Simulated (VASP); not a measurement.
# Ga3As2P (I-4m2) in VASP: notebook

The runs below take Ga3As2P through single point, relaxation of cell and atoms, with PBE.

All numbers are computed with VASP 6.6.1; they aren't measurements. Logs are shortened: lines on timing, memory, paths and dates and some standing lists are left out, and cuts for length are marked.

## 1. The cell of the first run

The structure is tetragonal, space group I-4m2 (No. 119). Conventional cell: a = 3.875 Å, b = 3.875 Å, c = 16.440 Å, α = 90.00°, β = 90.00°, γ = 90.00°. Within 3.1 Å of Ga (site symmetry -4m2) lie 4 As at 2.37 Å. Ga (site symmetry 2mm) has 2 P at 2.37 Å and 2 As at 2.37 Å within 3.1 Å. Within 3.1 Å of P (site symmetry -4m2) lie 4 Ga at 2.37 Å. Within 3.1 Å of As (site symmetry 2mm) lie 4 Ga at 2.37 Å.

## 2. Single point, PBE

INCAR

```
PREC = Accurate ; ENCUT = 520
EDIFF = 1E-7 ; ISMEAR = 0
SIGMA = 0.1 ; LREAL = F
LASPH = T ; NELM = 80
ALGO = Normal ; ISIF = 2
LWAVE = F ; LCHARG = T
GGA = PE ; LELF = T
LVHAR = T ; NBANDS = 36
```

KPOINTS

```
Automatic mesh
0
Gamma
  6 6 6
```

POSCAR

```
Ga3As2P
1.0
   -1.9374539900      1.9374539900      8.2199211200
    1.9374539900     -1.9374539900      8.2199211200
    1.9374539900      1.9374539900     -8.2199211200
Ga P As
3 1 2
Direct
    0.0000000000      0.0000000000      0.0000000000
    0.6666666700      0.6666666700      0.0000000000
    0.3333333300      0.3333333300      0.0000000000
    0.7500000000      0.2500000000      0.5000000000
    0.4166666700      0.9166666700      0.5000000000
    0.0833333300      0.5833333300      0.5000000000
```

Potentials or basis: VASP PAW PBE potentials, release 64 (Ga_d, P, As).

Run with:

```sh
$ cat potpaw_PBE.64/Ga_d/POTCAR potpaw_PBE.64/P/POTCAR potpaw_PBE.64/As/POTCAR > POTCAR
$ mpirun -np 1 vasp_std > vasp.out
```

OUTCAR:

```text
PREC = Accurate
   ENCUT = 520
   EDIFF = 1E-7
   ISMEAR = 0
   LREAL = F
   LASPH = T
   NELM = 80
   ISIF = 2
   GGA = PE

 ion  position               nearest neighbor table
   1  0.000  0.000  0.000-   6 2.37   5 2.37   6 2.37   5 2.37
   2  0.667  0.667  0.000-   4 2.37   4 2.37   6 2.37   6 2.37
   3  0.333  0.333  0.000-   4 2.37   4 2.37   5 2.37   5 2.37
   4  0.750  0.250  0.500-   3 2.37   2 2.37   3 2.37   2 2.37
   5  0.417  0.917  0.500-   1 2.37   1 2.37   3 2.37   3 2.37
   6  0.083  0.583  0.500-   1 2.37   1 2.37   2 2.37   2 2.37

  LATTYP: Found a body centered tetragonal cell.
 ALAT       =     3.8749079800
 C/A-ratio  =     4.2426406833

  Lattice vectors:

 A1 = (  -1.9374539900,   1.9374539900,   8.2199211200)
 A2 = (   1.9374539900,  -1.9374539900,   8.2199211200)
 A3 = (   1.9374539900,   1.9374539900,  -8.2199211200)

Analysis of symmetry for initial positions (statically):
=====================================================================
 Subroutine PRICEL returns:
 Original cell was already a primitive cell.

 Routine SETGRP: Setting up the symmetry group for a
 body centered tetragonal supercell.

 Subroutine GETGRP returns: Found  8 space group operations
 (whereof  8 operations were pure point group operations)
 out of a pool of 16 trial point group operations.

The static configuration has the point symmetry D_2d.

Analysis of symmetry for dynamics (positions and initial velocities):
=====================================================================
 Subroutine PRICEL returns:
 Original cell was already a primitive cell.

 Routine SETGRP: Setting up the symmetry group for a
 body centered tetragonal supercell.

 Subroutine GETGRP returns: Found  8 space group operations
 (whereof  8 operations were pure point group operations)
 out of a pool of 16 trial point group operations.

The dynamic configuration has the point symmetry D_2d.

 Subroutine INISYM returns: Found  8 space group operations
 (whereof  8 operations are pure point group operations),
 and found     1 'primitive' translations

----------------------------------------------------------------------------------------

                                     Primitive cell

  volume of cell :     123.4214

[... 91 lines left out ...]
   LNONCOLLINEAR =      F non collinear calculations
   LSORBIT =      F    spin-orbit coupling
   LASPH  =      T    aspherical Exc in radial PAW
   ENCUT  =  520.0 eV  38.22 Ry    6.18 a.u.  16.11 16.11 16.11*2*pi/ulx,y,z
   NELM   =     80;   NELMIN=  2; NELMDL= -5     # of ELM steps
   EDIFF  = 0.1E-06   stopping-criterion for ELM
   LREAL  =      F    real-space projection
   EDIFFG = 0.1E-05   stopping-criterion for IOM
   NSW    =      0    number of steps for IOM
   IBRION =     -1    ionic relax: 0-MD 1-quasi-New 2-CG
   NFREE  =      0    steps in history (QN), initial steepest desc. (CG)
   ISIF   =      2    stress and relaxation
   ISYM   =      2    0-nonsym 1-usesym 2-fastsym
   POTIM  = 0.5000    time-step for ionic-motion
   TEBEG  =    0.0;   TEEND  =   0.0 temperature during run
   PSTRESS=    0.0 pullay stress
   NELECT =      54.0000    total number of electrons
   NUPDOWN=      -1.0000    fix difference up-down
   EMIN   =  10.00;   EMAX   =-10.00  energy-range for DOS
   EFERMI =   0.00;   METHOD = LEGACY
   ISMEAR =     0;   SIGMA  =   0.10  broadening in eV -4-tet -1-fermi 0-gaus
   EFERMI_NEDOS =   21; number of points for ismear=-14 and -15
   IALGO  =     38    algorithm
   IMIX   =      4    mixing-type and parameters
     AMIX     =   0.40;   BMIX     =  1.00
     AMIX_MAG =   1.60;   BMIX_MAG =  1.00
  volume/ion in A,a.u.               =      20.57       138.81
  Fermi-wavevector in a.u.,A,eV,Ry     =   1.242823  2.348595 21.015680  1.544609
  Thomas-Fermi vector in A             =   2.377161
   LORBIT       =      0    0 simple, 1 ext, 2 COOP (PROOUT), +10 PAW based schemes
   GGA     = PE    functional components
   LHFCALC =     F    Hartree Fock is set to
   AEXX    =    0.0000 exact exchange contribution
   IVDW    =     0    specifies the selected vdW correction
   LEPSILON=     F    determine dielectric tensor
   LRPA    =     F    only Hartree local field effects (RPA)
 non-spin polarized calculation
 Gauss-broadening in eV      SIGMA  =   0.10
  energy-cutoff  :      520.00
  volume of cell :      123.42
 maximum number of plane-waves:      3360
   NGX = 33   NGY = 33   NGZ = 33

 number of electron      54.0000001 magnetization

 Free energy of the ion-electron system (eV)
  ---------------------------------------------------
  ext. energy  EPLUGINS =         0.00000000
  ---------------------------------------------------
  free energy    TOTEN  =       -25.23512395 eV

  energy without entropy =      -25.23512395  energy(sigma->0) =      -25.23512395

 E-fermi :   5.2069     XC(G=0):  -9.9301

 val. band max:        4.7377254803   @ k =   0.0000   0.0000   0.0000
 cond. band min:       6.1118903580   @ k =  -0.3333  -0.3333   0.3333
 fundamental gap:      1.3741648778
 Fermi energy:         5.2068647965

 k-point     1 :       0.0000    0.0000    0.0000
  band No.  band energies     occupation
      1     -10.2819      2.00000
      2     -10.1799      2.00000
      3     -10.1500      2.00000
      4     -10.1500      2.00000
      5     -10.0998      2.00000
      6     -10.0916      2.00000
[... 925 lines left out ...]
     35       9.7398      0.00000
     36      10.4788      0.00000

 [... further k-points ...]
[... 5 lines left out ...]
  --------------------------------------------------------------------------------------
  -------------------------------------------------------------------------------------
  Total        6.6351164      6.6351164      6.4436475      0.0000000      0.0000000     -0.0000000
  in kB       86.1328252     86.1328252     83.6472988      0.0000000      0.0000000     -0.0000000
  external PRESSURE =      85.3043164 kB  Pullay stress =       0.0000000 kB

 VOLUME and BASIS-vectors are now :
 -----------------------------------------------------------------------------
  energy-cutoff  :      520.00
  volume of cell :      123.42
      direct lattice vectors                 reciprocal lattice vectors
    -1.937453990  1.937453990  8.219921120     0.000000000  0.258070645  0.060827834
     1.937453990 -1.937453990  8.219921120     0.258070645  0.000000000  0.060827834
     1.937453990  1.937453990 -8.219921120     0.258070645  0.258070645  0.000000000

 POSITION                                       TOTAL-FORCE (eV/Angst)
 -----------------------------------------------------------------------------------
      0.00000      0.00000      0.00000        -0.000000     -0.000000     -0.000000
      0.00000      0.00000     10.95989         0.000000      0.000000      0.870105
      0.00000      0.00000      5.47995         0.000000      0.000000     -0.870105
     -0.00000      1.93745      4.10996        -0.000000     -0.000000     -0.000000
      1.93745     -0.00000      6.84993         0.000000     -0.000000     -0.066339
      1.93745      0.00000      1.36999         0.000000     -0.000000      0.066339
 -----------------------------------------------------------------------------------
    total drift:                               -0.000002      0.000002      0.000000

  FREE ENERGIE OF THE ION-ELECTRON SYSTEM (eV)
  ---------------------------------------------------
  free  energy   TOTEN  =       -25.2351239496 eV

  energy  without entropy=      -25.2351239496  energy(sigma->0) =      -25.23512395
```

Run time: 5.5 min. Hardware: 1 thread of AMD EPYC 9R45 (Zen 5), shared host; peak memory 0.6 GiB.

What came out:

```
Free energy            : -25.2351 eV
Pressure               : 8.5 GPa
Largest force          : 0.870 eV/Å
Band gap on the k mesh : 1.37 eV (least direct gap 1.40 eV)
```

Forces in eV/Å, atoms in the order of the input:
```
Ga   0.000  0.000  0.000
Ga   0.000  0.000  0.870
Ga   0.000  0.000 -0.870
P    0.000  0.000  0.000
As   0.000  0.000 -0.066
As   0.000  0.000  0.066
```

Stress tensor (GPa, compression positive):
```
8.61 0.00 0.00
0.00 8.61 0.00
0.00 0.00 8.36
```

Levels at points of the mesh, in eV from the valence-band top:
```tsv
k point	band 25	band 26	band 27	band 28	band 29	band 30
(0.00, 0.00, 0.00)	-0.01	0.00	0.00	1.40	1.53	1.58
(0.50, 0.00, 0.00)	-1.25	-1.23	-1.19	1.39	2.74	2.84
(0.50, 0.50, 0.00)	-3.48	-2.89	-2.89	1.41	1.66	3.31
(0.50, 0.50, 0.50)	-1.17	-1.04	-1.04	1.41	1.66	2.56
```

Caveat: the cell stands under pressure.

## 3. Single point, PBE

This run uses another cell than the first one, of 22.71 Å³/atom.

INCAR

```
SYSTEM = Ga3As2P
ALGO = Normal ; EDIFF = 1E-7
ENCUT = 520 ; GGA = PE
ISIF = 2 ; ISMEAR = 0
LASPH = .TRUE. ; LCHARG = .FALSE.
LREAL = .FALSE. ; LWAVE = .FALSE.
NBANDS = 36 ; NELM = 60
PREC = Accurate ; SIGMA = 0.1
```

KPOINTS

```
k-points
0
G
  6 6 6
  0 0 0
```

POSCAR

```
Ga3As2P
1.0
   -2.0038101099      2.0038101099      8.4822679889
    2.0038101099     -2.0038101099      8.4822679889
    2.0038101099      2.0038101099     -8.4822679889
Ga P As
3 1 2
Direct
    0.0000000000      0.0000000000      0.0000000000
    0.6707053397      0.6707053397      0.0000000000
    0.3292946603      0.3292946603      0.0000000000
    0.7500000000      0.2500000000      0.5000000000
    0.4146830073      0.9146830073      0.5000000000
    0.0853169927      0.5853169927      0.5000000000
```

Potentials or basis: VASP PAW PBE potentials, release 64 (Ga_d, P, As).

Run with:

```sh
$ cat potpaw_PBE.64/Ga_d/POTCAR potpaw_PBE.64/P/POTCAR potpaw_PBE.64/As/POTCAR > POTCAR
$ mpirun -np 1 vasp_std > vasp.out
```

OUTCAR:

```text
SYSTEM = Ga3As2P
   EDIFF = 1E-7
   ENCUT = 520
   GGA = PE
   ISIF = 2
   ISMEAR = 0
   LASPH = .TRUE.
   LREAL = .FALSE.
   NELM = 60
   PREC = Accurate

 ion  position               nearest neighbor table
   1  0.000  0.000  0.000-   6 2.47   5 2.47   6 2.47   5 2.47
   2  0.671  0.671  0.000-   4 2.41   4 2.41   6 2.47   6 2.47
   3  0.329  0.329  0.000-   4 2.41   4 2.41   5 2.47   5 2.47
   4  0.750  0.250  0.500-   2 2.41   3 2.41   3 2.41   2 2.41
   5  0.415  0.915  0.500-   1 2.47   1 2.47   3 2.47   3 2.47
   6  0.085  0.585  0.500-   1 2.47   1 2.47   2 2.47   2 2.47

[... 1143 lines left out ...]
  -------------------------------------------------------------------------------------
  Total        0.1161889      0.1161889      0.1102746      0.0000000      0.0000000      0.0000000
  in kB        1.3664390      1.3664390      1.2968836      0.0000000      0.0000000      0.0000000
  external PRESSURE =       1.3432539 kB  Pullay stress =       0.0000000 kB

 VOLUME and BASIS-vectors are now :
 -----------------------------------------------------------------------------
  energy-cutoff  :      520.00
  volume of cell :      136.23
      direct lattice vectors                 reciprocal lattice vectors
    -2.003810110  2.003810110  8.482267989     0.000000000  0.249524642  0.058946499
     2.003810110 -2.003810110  8.482267989     0.249524642  0.000000000  0.058946499
     2.003810110  2.003810110 -8.482267989     0.249524642  0.249524642  0.000000000

 POSITION                                       TOTAL-FORCE (eV/Angst)
 -----------------------------------------------------------------------------------
      0.00000      0.00000      0.00000        -0.000000      0.000000      0.000000
      0.00000      0.00000     11.37820         0.000000     -0.000000      0.015368
      0.00000      0.00000      5.58633         0.000000     -0.000000     -0.015368
      0.00000      2.00381      4.24113        -0.000000      0.000000      0.000000
      2.00381      0.00000      7.03490        -0.000000      0.000000     -0.001151
      2.00381      0.00000      1.44736        -0.000000      0.000000      0.001151
 -----------------------------------------------------------------------------------
    total drift:                               -0.000002      0.000002      0.000000

  FREE ENERGIE OF THE ION-ELECTRON SYSTEM (eV)
  ---------------------------------------------------
  free  energy   TOTEN  =       -25.6106206592 eV

  energy  without entropy=      -25.6106205336  energy(sigma->0) =      -25.61062060
```

OSZICAR:

```text
N       E                     dE             d eps       ncg     rms          rms(c)
DAV:   1     0.416829495390E+03    0.41683E+03   -0.25238E+04  2296   0.210E+03
DAV:   2     0.330156560975E+02   -0.38381E+03   -0.36957E+03  2344   0.513E+02
DAV:   3    -0.234192801938E+02   -0.56435E+02   -0.55143E+02  2552   0.149E+02
DAV:   4    -0.261001319238E+02   -0.26809E+01   -0.26663E+01  2640   0.332E+01
DAV:   5    -0.261710951244E+02   -0.70963E-01   -0.70892E-01  2644   0.520E+00    0.568E+00
DAV:   6    -0.256581052043E+02    0.51299E+00   -0.91836E-01  3084   0.113E+01    0.329E+00
DAV:   7    -0.256082005152E+02    0.49905E-01   -0.46039E-01  2468   0.302E+00    0.124E+00
DAV:   8    -0.256103409220E+02   -0.21404E-02   -0.82440E-02  2756   0.313E+00    0.197E-01
DAV:   9    -0.256100353752E+02    0.30555E-03   -0.11926E-02  2772   0.150E+00    0.956E-02
DAV:  10    -0.256103109163E+02   -0.27554E-03   -0.14536E-03  2560   0.322E-01    0.533E-02
DAV:  11    -0.256105935436E+02   -0.28263E-03   -0.36898E-04  2648   0.157E-01    0.228E-02
DAV:  12    -0.256106127497E+02   -0.19206E-04   -0.37568E-05  2720   0.913E-02    0.103E-02
DAV:  13    -0.256106202893E+02   -0.75396E-05   -0.16919E-05  2608   0.365E-02    0.318E-03
DAV:  14    -0.256106205860E+02   -0.29671E-06   -0.13836E-06  2812   0.248E-02    0.115E-03
DAV:  15    -0.256106206592E+02   -0.73184E-07   -0.35328E-07  2128   0.398E-03
   1 F= -.25610621E+02 E0= -.25610621E+02  d E =-.125573E-06
```

Wall time 8.1 min (1 thread of AMD EPYC 9R45 (Zen 5), shared host); peak memory 0.67 GiB.

What came out:

| Quantity | Value |
| --- | --- |
| Free energy | -25.6106 eV |
| Pressure | 0.1 GPa |
| Largest force | 0.015 eV/Å |
| Band gap on the k mesh | 0.59 eV |

Forces in eV/Å, atoms in the order of the input:
```
Ga   0.000  0.000  0.000
Ga   0.000  0.000  0.015
Ga   0.000  0.000 -0.015
P    0.000  0.000  0.000
As   0.000  0.000 -0.001
As   0.000  0.000  0.001
```

Levels at points of the mesh, in eV from the valence-band top:
```
           k point  band 23  band 24  band 25  band 26  band 27  band 28  band 29  band 30  band 31  band 32
(0.00, 0.00, 0.00)    -1.96    -1.96    -0.03     0.00     0.00     0.59     1.50     1.72     2.69     2.72
(0.50, 0.00, 0.00)    -2.67    -1.53    -1.09    -0.98    -0.92     1.07     2.34     2.59     4.55     4.60
(0.50, 0.50, 0.00)    -3.18    -3.10    -3.05    -2.55    -2.54     1.57     1.72     3.34     3.37     3.43
(0.50, 0.50, 0.50)    -2.52    -1.10    -1.10    -0.81    -0.81     1.56     1.59     2.41     2.72     3.12
```

Caveat: semilocal functionals underestimate gaps, and a narrow one can read as zero. A k mesh can miss the band edges.

(Part 1 of 2 ends here.)
